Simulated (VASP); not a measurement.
Here is a VASP 6.6.1 calculation.

Contents of INCAR:

```
SYSTEM = Os
ALGO     = Normal         ! electronic algorithm
EDIFF    = 1E-6           ! SCF threshold, eV
ENCUT    = 520            ! plane-wave cutoff, eV
GGA      = PE             ! functional
ISIF     = 2              ! what is computed and relaxed
ISMEAR   = 0              ! smearing method
ISPIN    = 2              ! spin polarisation
LASPH    = .True.         ! aspherical terms in the spheres
LCHARG   = .False.        ! write CHGCAR
LMAXMIX  = 4              ! l up to which the mixer works
LORBIT   = 11             ! projections on sites
LREAL    = .False.        ! projectors in reciprocal space
LWAVE    = .False.        ! write WAVECAR
MAGMOM   = 1.5 1.5 1.5 1.5 ! initial moments
NBANDS   = 28             ! bands
NELM     = 150            ! most SCF steps
PREC     = Accurate       ! precision mode
SIGMA    = 0.05           ! smearing width, eV
```

KPOINTS

```
k-points
0
Gamma
  1 1 13
  0 0 0
```

The input POSCAR:

```
Os
1.0
   11.5000000000      0.0000000000      0.0000000000
    0.0000000000      9.3000000000      0.0000000000
    0.0000000000      0.0000000000      4.9073186852
Os
4
Direct
    0.4046453639      0.5000000000      0.0000000000
    0.4046453639      0.5000000000      0.5000000000
    0.5953546361      0.5000000000      0.0000000000
    0.5953546361      0.5000000000      0.5000000000
```

Potentials or basis: VASP PAW PBE potentials, release 64 (Os).

Launch:

```sh
$ cat potpaw_PBE.64/Os/POTCAR > POTCAR
$ mpirun -np 1 vasp_std > vasp.out
```

**Question.** What does it give for the net moment?

**Answer.** -0.02 μB per cell.

**Question.** Estimate the band gap on the k mesh.

**Answer.** Zero (filled and empty bands overlap).

Forces in eV/Å, atoms in the order of the input:
```
Os   0.187  0.000  0.000
Os   0.187  0.000  0.000
Os  -0.187  0.000  0.000
Os  -0.187  0.000  0.000
```

Caveat: spin-orbit coupling is left out, which moves the levels of the heavy elements.
